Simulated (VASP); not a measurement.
BP (zincblende type), 2 atoms in the cell. Symmetry: F-43m, No. 216, cubic system. Conventional cell: a = 4.490 Å, b = 4.490 Å, c = 4.490 Å, α = 90.00°, β = 90.00°, γ = 90.00°. Within 2.6 Å of B (site symmetry -43m) lie 4 P at 1.94 Å. Within 2.6 Å of P (site symmetry -43m) lie 4 B at 1.94 Å. 

| Item | Value |
| --- | --- |
| Program | VASP 6.6.1 |
| Task | density of states |
| Functional | LDA |
| Potentials or basis | VASP PAW LDA potentials, release 64 (B, P) |
| Cutoff | 520 eV |
| k mesh | 15 × 15 × 15 |
| Occupations | fermi-dirac, width 0.08 eV |
| Spin | no spin polarisation |
| Dipole correction | no |
| k mesh for the DOS | 23 × 23 × 23 |
| Occupations for the DOS | tetrahedron |
| Further INCAR settings | ALGO = Normal; EDIFF = 1e-06; NBANDS = 11 |

Potentials or basis: VASP PAW LDA potentials, release 64 (B, P).

Command:

```sh
$ cat potpaw_LDA.64/B/POTCAR potpaw_LDA.64/P/POTCAR > POTCAR
$ cp INCAR.step1 INCAR
$ cp KPOINTS.step1 KPOINTS
$ mpirun -np 1 vasp_std > vasp.out
$ cp INCAR.step2 INCAR
$ cp KPOINTS.step2 KPOINTS
$ mpirun -np 1 vasp_std > vasp.out
```

Hardware: 1 thread of Intel(R) Xeon(R) 6975P-C (Granite Rapids) (shared host).

How long does it take, and how much memory?

Wall time 17 s on 1 thread of Intel(R) Xeon(R) 6975P-C (Granite Rapids), with other jobs on the host, peak memory 0.19 GiB. Counts: k points 364.
